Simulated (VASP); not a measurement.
Runs of VASP 6.6.1 on HfO2. The structure is that of space group I4/mmm (No. 139), or close to it. The cells are those of the table. 

| cell | gap on the mesh (eV) | pressure (GPa) |
| --- | --- | --- |
| a = 3.708, b = 3.708, c = 3.798 Å, angles 59.2, 59.2, 61.6°, 3 atoms | 2.92 | -30.0 |
| a = 3.618, b = 3.618, c = 3.707 Å, angles 59.2, 59.2, 61.6°, 3 atoms | 3.03 | (c) |
| a = 3.665, b = 3.665, c = 3.798 Å, angles 58.8, 58.8, 62.4°, 3 atoms | 2.64 | (b) |
| a = 3.528, b = 3.528, c = 3.617 Å, angles 59.2, 59.2, 61.7°, 3 atoms | 3.12 | (a) |
| a = 3.574, b = 3.574, c = 3.707 Å, angles 58.8, 58.8, 62.5°, 3 atoms | 2.70 | -12.8 |
| a = 3.665, b = 3.665, c = 3.526 Å, angles 61.2, 61.2, 57.5°, 3 atoms | 2.76 | -12.9 |
| a = 3.574, b = 3.574, c = 3.436 Å, angles 61.3, 61.3, 57.5°, 3 atoms | 2.82 | 6.4 |
| a = 3.621, b = 3.621, c = 3.798 Å, angles 58.4, 58.4, 63.2°, 3 atoms | (d) | -21.8 |

Alike in all rows: task single point; level PBEsol; potentials or basis VASP PAW PBE potentials, release 64 (Hf_pv, O); no spin polarisation; k mesh 8 × 8 × 8; cutoff (eV) 520; smearing gaussian 0.05 eV.

Task: Estimate the missing entries.

Result: (a) -1.2; (b) -26.3; (c) -18.3; (d) 2.31.

Caveats: the PAW data sets were made with another functional, which shifts forces and pressure a little; spin-orbit coupling is left out, which moves the levels of the heavy elements.

A k mesh can miss the band edges, and the runs leave out spin-orbit coupling on Hf.
